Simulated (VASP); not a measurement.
Set up this calculation in VASP 6.6.1, as the native input.

```
Task                   : relaxation of cell and atoms
Functional             : PBE
Potentials or basis    : VASP PAW PBE potentials, release 64 (K_sv, H)
Cutoff                 : 600 eV
k mesh                 : 12 × 12 × 4
Occupations            : gaussian, width 0.02 eV
Spin                   : no spin polarisation
Dipole correction      : no
Further INCAR settings : ALGO = Normal; EDIFF = 1e-06; IBRION = 2; EDIFFG = -0.01; NSW = 100; ISIF = 3
```

The structure of KH5 lies in POSCAR:

```
KH5
1.0
    3.7964191553      0.0000000000      0.0000000000
   -1.8982095777      3.2877954319      0.0000000000
    0.0000000000      0.0000000000      6.3867679719
K H
1 5
Direct
    0.3333333333      0.6666666667      0.0912043222
    0.3333333333      0.6666666667      0.5471977160
    0.0865509830      0.9134490170      0.5753789419
    0.0865509830      0.1731019661      0.5753789419
    0.8268980339      0.9134490170      0.5753789419
    0.0000000000      0.0000000000      0.9439705561
```

The cell was built from a structure type or drawn by symmetry, and may not be a known phase.

These files were run (other wordings do the same):

INCAR

```
SYSTEM = KH5
PREC = Accurate
ENCUT = 600
EDIFF = 1E-6
ISMEAR = 0
SIGMA = 0.02
LREAL = .False.
LASPH = .True.
NELM = 100
ALGO = Normal
ISIF = 3
LWAVE = .False.
LCHARG = .False.
GGA = PE
IBRION = 2
NSW = 100
EDIFFG = -0.01
```

KPOINTS

```
Automatic mesh
0
Gamma
  12 12 4
  0 0 0
```

Potentials or basis: VASP PAW PBE potentials, release 64 (K_sv, H).

Launch:

```sh
$ cat potpaw_PBE.64/K_sv/POTCAR potpaw_PBE.64/H/POTCAR > POTCAR
$ mpirun -np 1 vasp_std > vasp.out
```

It gave:

The relaxed volume is 13.28 Å³/atom, the relaxed cell is a = 3.796 Å, b = 3.796 Å, c = 6.386 Å, α = 90.00°, β = 90.00°, γ = 120.00° and the space group after relaxing (to 0.1 Å) is P3m1 (No. 156). The energy gained by relaxing is 0.0 meV/atom. The ionic steps are 2, the pressure after relaxing is 0.0 GPa and the largest force after relaxing is 0.009 eV/Å. The band gap on the k mesh is 1.05 eV (least direct gap 1.09 eV).

Wall time 43 s on 1 thread of AMD EPYC 9R45 96-Core Processor (Zen 5) (shared host), peak memory 0.23 GiB.
